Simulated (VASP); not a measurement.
# Ni in VASP: a series of runs

Ni is run at these levels: PBE, PBEsol; tasks: single point.

All numbers are computed with VASP 6.6.1; they aren't measurements. Logs are shortened: lines on timing, memory, paths and dates and some standing lists are left out, and cuts for length are marked.

### Step 1. The cell of the first run

The cell holds a slab with vacuum, 3 atoms: a = 2.488 Å, b = 2.488 Å, c = 20.063 Å, α = 90.00°, β = 90.00°, γ = 120.00°.

### Step 2. Single point, PBE, collinear spin, ferromagnetic start

Contents of INCAR:

```
ALGO     = Normal         # electronic algorithm
DIPOL    = 0.5 0.5 0.500
EDIFF    = 1E-6           # SCF threshold, eV
ENCUT    = 520            # plane-wave cutoff, eV
GGA      = PE             # functional
IDIPOL   = 3            
ISIF     = 2              # what is computed and relaxed
ISMEAR   = -1             # smearing method
ISPIN    = 2              # spin polarisation
LASPH    = True           # aspherical terms in the spheres
LCHARG   = True           # write CHGCAR
LDIPOL   = True         
LELF     = True           # ELF
LMAXMIX  = 4              # l up to which the mixer works
LORBIT   = 11             # projections on sites
LREAL    = False          # projectors in reciprocal space
LVACPOTAV= True         
LVHAR    = True         
LWAVE    = False          # write WAVECAR
MAGMOM   = 1 1 1          # initial moments
NBANDS   = 26             # bands
NELM     = 150            # most SCF steps
PREC     = Accurate       # precision mode
SIGMA    = 0.05           # smearing width, eV
```

Contents of KPOINTS:

```
k-points
0
Gamma
  19 19 1
```

Contents of POSCAR:

```
Ni
1.0
    2.4880369258      0.0000000000      0.0000000000
   -1.2440184629      2.1547031833      0.0000000000
    0.0000000000      0.0000000000     20.0629000000
Ni
3
Direct
    0.1666666667      0.3333333333      0.4003274249
    0.5000000000      1.0000000000      0.5000012712
    0.8333333333      0.6666666667      0.5996713036
```

Potentials or basis: VASP PAW PBE potentials, release 64 (Ni).

Launch:

```bash
$ cat potpaw_PBE.64/Ni/POTCAR > POTCAR
$ mpirun -np 1 vasp_std > vasp.out
```

OUTCAR:

```text
EDIFF = 1E-6
   ENCUT = 520
   GGA = PE
   ISIF = 2
   ISMEAR = -1
   ISPIN = 2
   LASPH = True
   LORBIT = 11
   LREAL = False
   NELM = 150
   PREC = Accurate

 ion  position               nearest neighbor table
   1  0.167  0.333  0.400-   2 2.46   2 2.46   2 2.46
   2  0.500  0.000  0.500-   3 2.46   3 2.46   3 2.46   1 2.46   1 2.46   1 2.46
   3  0.833  0.667  0.600-   2 2.46   2 2.46   2 2.46

  LATTYP: Found a hexagonal cell.
 ALAT       =     2.4880369258
 C/A-ratio  =     8.0637468809

  Lattice vectors:

 A1 = (   2.4880369258,   0.0000000000,   0.0000000000)
 A2 = (  -1.2440184629,   2.1547031833,   0.0000000000)
 A3 = (   0.0000000000,   0.0000000000,  20.0629000000)

Analysis of symmetry for initial positions (statically):
=====================================================================
 Subroutine PRICEL returns:
 Original cell was already a primitive cell.

 Routine SETGRP: Setting up the symmetry group for a
 hexagonal supercell.

 Subroutine GETGRP returns: Found 12 space group operations
 (whereof  4 operations were pure point group operations)
 out of a pool of 24 trial point group operations.

The static configuration has the point symmetry C_2h.
 The point group associated with its full space group is D_3d.

Analysis of symmetry for dynamics (positions and initial velocities):
=====================================================================
 Subroutine PRICEL returns:
 Original cell was already a primitive cell.

 Routine SETGRP: Setting up the symmetry group for a
 hexagonal supercell.

 Subroutine GETGRP returns: Found 12 space group operations
 (whereof  4 operations were pure point group operations)
 out of a pool of 24 trial point group operations.

The dynamic configuration has the point symmetry C_2h.
 The point group associated with its full space group is D_3d.

Analysis of structural, dynamic, and magnetic symmetry:
=====================================================================
 Subroutine PRICEL returns:
 Original cell was already a primitive cell.

 Routine SETGRP: Setting up the symmetry group for a
 hexagonal supercell.

 Subroutine GETGRP returns: Found 12 space group operations
 (whereof  4 operations were pure point group operations)
 out of a pool of 24 trial point group operations.

The overall configuration has the point symmetry C_2h.
 The point group associated with its full space group is D_3d.

 Subroutine INISYM returns: Found 12 space group operations
 (whereof  4 operations are pure point group operations),
 and found     1 'primitive' translations

----------------------------------------------------------------------------------------

                                     Primitive cell

  volume of cell :     107.5568

  direct lattice vectors                    reciprocal lattice vectors
     2.488036926  0.000000000  0.000000000     0.401923295  0.232050523  0.000000000
    -1.244018463  2.154703183  0.000000000     0.000000000  0.464101045  0.000000000
     0.000000000  0.000000000 20.062900000     0.000000000  0.000000000  0.049843243

  length of vectors
     2.488036926  2.488036926 20.062900000     0.464101045  0.464101045  0.049843243

  position of ions in fractional coordinates (direct lattice)
     0.166666667  0.333333333  0.400327425
     0.500000000  0.000000000  0.500001271
     0.833333333  0.666666667  0.599671304

  ion indices of the primitive-cell ions
   primitive index   ion index
                 1           1
                 2           2
                 3           3

----------------------------------------------------------------------------------------

 KPOINTS: k-points

Automatic generation of k-mesh.
 Grid dimensions read from file:
 generate k-points for:   19   19    1

 Generating k-lattice:

  Cartesian coordinates                     Fractional coordinates (reciprocal lattice)
     0.021153858  0.012213185  0.000000000     0.052631579  0.000000000  0.000000000
     0.000000000  0.024426371  0.000000000     0.000000000  0.052631579  0.000000000
     0.000000000  0.000000000  0.049843243     0.000000000  0.000000000  1.000000000

  Length of vectors
     0.024426371  0.024426371  0.049843243

  Shift w.r.t. Gamma in fractional coordinates (k-lattice)
     0.000000000  0.000000000  0.000000000

 Subroutine IBZKPT returns following result:
 ===========================================

 Found     40 irreducible k-points:

 Following reciprocal coordinates:
            Coordinates               Weight
  0.000000  0.000000  0.000000      1.000000
  0.052632 -0.000000  0.000000      6.000000
  0.105263 -0.000000  0.000000      6.000000
  0.157895 -0.000000  0.000000      6.000000
  0.210526 -0.000000  0.000000      6.000000
  0.263158 -0.000000  0.000000      6.000000
[... 16 lines left out ...]
  0.263158  0.105263  0.000000     12.000000
  0.315789  0.105263  0.000000     12.000000
 [... further k-points ...]
   k-points           NKPTS =     40   k-points in BZ     NKDIM =     40   number of bands    NBANDS=     26
   number of dos      NEDOS =    301   number of ions     NIONS =      3
   total plane-waves  NPLWV =  60000
   dimension x,y,z NGX =    20 NGY =   20 NGZ =  150
   dimension x,y,z NGXF=    40 NGYF=   40 NGZF=  300
   ions per type =               3
   NGX,Y,Z   is equivalent  to a cutoff of  13.36, 13.36, 12.43 a.u.
   NGXF,Y,Z  is equivalent  to a cutoff of  26.73, 26.73, 24.86 a.u.
 SYSTEM =  unknown system
   PREC   = accura    normal or accurate (medium, high low for compatibility)
   ISTART =      0    job   : 0-new  1-cont  2-samecut
   ICHARG =      2    charge: 1-file 2-atom 10-const
   ISPIN  =      2    spin polarized calculation?
   LNONCOLLINEAR =      F non collinear calculations
   LSORBIT =      F    spin-orbit coupling
   LASPH  =      T    aspherical Exc in radial PAW
   ENCUT  =  520.0 eV  38.22 Ry    6.18 a.u.   4.63  4.63 37.30*2*pi/ulx,y,z
   NELM   =    150;   NELMIN=  2; NELMDL= -5     # of ELM steps
   EDIFF  = 0.1E-05   stopping-criterion for ELM
   LREAL  =      F    real-space projection
   EDIFFG = 0.1E-04   stopping-criterion for IOM
   NSW    =      0    number of steps for IOM
   IBRION =     -1    ionic relax: 0-MD 1-quasi-New 2-CG
   NFREE  =      0    steps in history (QN), initial steepest desc. (CG)
   ISIF   =      2    stress and relaxation
   ISYM   =      2    0-nonsym 1-usesym 2-fastsym
   POTIM  = 0.5000    time-step for ionic-motion
   TEBEG  =    0.0;   TEEND  =   0.0 temperature during run
   PSTRESS=    0.0 pullay stress
   NELECT =      30.0000    total number of electrons
   NUPDOWN=      -1.0000    fix difference up-down
   EMIN   =  10.00;   EMAX   =-10.00  energy-range for DOS
   EFERMI =   0.00;   METHOD = LEGACY
   ISMEAR =    -1;   SIGMA  =   0.05  broadening in eV -4-tet -1-fermi 0-gaus
   EFERMI_NEDOS =   21; number of points for ismear=-14 and -15
   IALGO  =     38    algorithm
   IMIX   =      4    mixing-type and parameters
     AMIX     =   0.40;   BMIX     =  1.00
     AMIX_MAG =   1.60;   BMIX_MAG =  1.00
  volume/ion in A,a.u.               =      35.85       241.94
  Fermi-wavevector in a.u.,A,eV,Ry     =   1.069636  2.021319 15.566707  1.144121
  Thomas-Fermi vector in A             =   2.205321
   LORBIT       =     11    0 simple, 1 ext, 2 COOP (PROOUT), +10 PAW based schemes
   GGA     = PE    functional components
   LHFCALC =     F    Hartree Fock is set to
   AEXX    =    0.0000 exact exchange contribution
   IVDW    =     0    specifies the selected vdW correction
   LEPSILON=     F    determine dielectric tensor
   LRPA    =     F    only Hartree local field effects (RPA)
 spin polarized calculation
  energy-cutoff  :      520.00
  volume of cell :      107.56
 maximum number of plane-waves:      2931
 NGX is ok and might be reduce to    20
   NGX =  9   NGY =  9   NGZ = 75

 dipolmoment           0.000000      0.000000      0.000000 electrons x Angstroem

 number of electron      29.9999987 magnetization       2.1711132

 dipolmoment           0.000000      0.000000     -0.000000 electrons x Angstroem

 Free energy of the ion-electron system (eV)
  ---------------------------------------------------
  ext. energy  EPLUGINS =         0.00000000
  ---------------------------------------------------
  free energy    TOTEN  =       -15.14772181 eV

  energy without entropy =      -15.10067040  energy(sigma->0) =      -15.12419610

 E-fermi :  -0.5690     XC(G=0):  -4.9237

 val. band max:       -0.5697494124   @ k =   0.3684   0.2632   0.0000
 cond. band min:      -0.5560098635   @ k =   0.3684   0.2632   0.0000
 fundamental gap:      0.0137395489
 Fermi energy:        -0.5690071934

 spin component 1

 k-point     1 :       0.0000    0.0000    0.0000
  band No.  band energies     occupation
      1      -8.8839      1.00000
      2      -6.8300      1.00000
      3      -5.5102      1.00000
      4      -3.0560      1.00000
      5      -3.0382      1.00000
      6      -3.0227      1.00000
[... 18 lines left out ...]
     25      10.0529      0.00000
     26      10.0942      0.00000

 k-point     2 :       0.0526   -0.0000    0.0000
  band No.  band energies     occupation
      1      -8.7895      1.00000
      2      -6.7415      1.00000
      3      -5.4384      1.00000
      4      -3.1721      1.00000
      5      -3.0573      1.00000
      6      -2.9884      1.00000
[... 18 lines left out ...]
     25      10.1394      0.00000
[... 608 lines left out ...]
     25      10.5006      0.00000
     26      11.7061      0.00000

 k-point    24 :       0.3158    0.1053    0.0000
  band No.  band energies     occupation
      1      -5.3518      1.00000
      2      -4.7898      1.00000
      3      -4.3742      1.00000
      4      -4.0248      1.00000
      5      -3.6039      1.00000
      6      -3.1890      1.00000
[... 18 lines left out ...]
     25      11.4318      0.00000
     26      11.6546      0.00000

 [... further k-points ...]

 spin component 2

 k-point     1 :       0.0000    0.0000    0.0000
  band No.  band energies     occupation
      1      -8.9041      1.00000
      2      -6.7968      1.00000
      3      -5.1611      1.00000
      4      -2.2788      1.00000
      5      -2.2724      1.00000
      6      -2.2644      1.00000
[... 18 lines left out ...]
     25      10.0821      0.00000
     26      10.1801      0.00000

 k-point     2 :       0.0526   -0.0000    0.0000
  band No.  band energies     occupation
      1      -8.8096      1.00000
      2      -6.7076      1.00000
      3      -5.0838      1.00000
      4      -2.3578      1.00000
      5      -2.2938      1.00000
      6      -2.2832      1.00000
[... 18 lines left out ...]
     25      10.1684      0.00000
[... 608 lines left out ...]
     25      10.5811      0.00000
     26      11.8689      0.00000

 k-point    24 :       0.3158    0.1053    0.0000
  band No.  band energies     occupation
      1      -5.1491      1.00000
      2      -4.3667      1.00000
      3      -3.6923      1.00000
      4      -3.4502      1.00000
      5      -3.0432      1.00000
      6      -2.4834      1.00000
[... 18 lines left out ...]
     25      11.4501      0.00000
     26      11.6949      0.00000

 [... further k-points ...]
[... 5 lines left out ...]
  --------------------------------------------------------------------------------------
  -------------------------------------------------------------------------------------
  Total       -1.2819378     -1.2819378      0.0032899      0.0000000      0.0000000      0.0000000
  in kB      -19.0958745    -19.0958745      0.0490060      0.0000000      0.0000000      0.0000000
  external PRESSURE =     -12.7142476 kB  Pullay stress =       0.0000000 kB

 VOLUME and BASIS-vectors are now :
 -----------------------------------------------------------------------------
  energy-cutoff  :      520.00
  volume of cell :      107.56
      direct lattice vectors                 reciprocal lattice vectors
     2.488036926  0.000000000  0.000000000     0.401923295  0.232050523  0.000000000
    -1.244018463  2.154703183  0.000000000     0.000000000  0.464101045  0.000000000
     0.000000000  0.000000000 20.062900000     0.000000000  0.000000000  0.049843243

 POSITION                                       TOTAL-FORCE (eV/Angst)
 -----------------------------------------------------------------------------------
      0.00000      0.71823      8.03173        -0.000000      0.000000     -0.000569
      1.24402      0.00000     10.03148         0.000000      0.000000     -0.000000
      1.24402      1.43647     12.03115         0.000000     -0.000000      0.000569
 -----------------------------------------------------------------------------------
    total drift:                               -0.000000      0.000000     -0.000322

  FREE ENERGIE OF THE ION-ELECTRON SYSTEM (eV)
  ---------------------------------------------------
  free  energy   TOTEN  =       -15.1477218061 eV

  energy  without entropy=      -15.1006703976  energy(sigma->0) =      -15.12419610

 vacuum level on the upper side and lower side of the slab         4.441         4.441

 total charge

# of ion       s       p       d       tot
------------------------------------------
    1        0.495   0.388   8.303   9.185
    2        0.496   0.506   8.316   9.318
    3        0.495   0.388   8.303   9.185
--------------------------------------------------
tot          1.485   1.282  24.922  27.689

 magnetization (x)

# of ion       s       p       d       tot
------------------------------------------
    1       -0.001  -0.019   0.746   0.727
    2       -0.007  -0.025   0.778   0.747
    3       -0.001  -0.019   0.746   0.727
--------------------------------------------------
tot         -0.009  -0.062   2.271   2.200
```

It took 2.9 min on 1 thread of Intel Xeon 6975P-C (Granite Rapids), shared host; peak memory 0.35 GiB.

Results:

```yaml
Free_energy: -15.1477 eV
Net_moment: 2.17 μB per cell
Site_moments: Ni +0.73, +0.75 μB
Valence_electrons_inside_the_program's_atomic_spheres: Ni 9.19, 9.32
```

Levels at points of the mesh, in eV from the Fermi level:
Spin up:
```csv
k point,band 13,band 14,band 15,band 16,band 17,band 18,band 19,band 20
"(0.00, 0.00, 0.00)",-1.33,-1.04,-0.97,-0.97,-0.70,-0.70,0.36,4.62
```
Spin down:
| k point | band 10 | band 11 | band 12 | band 13 | band 14 | band 15 | band 16 | band 17 |
| --- | --- | --- | --- | --- | --- | --- | --- | --- |
| (0.00, 0.00, 0.00) | -1.32 | -1.32 | -0.69 | -0.61 | -0.61 | -0.27 | -0.27 | 0.13 |

(Continued in part 2 of 3.)
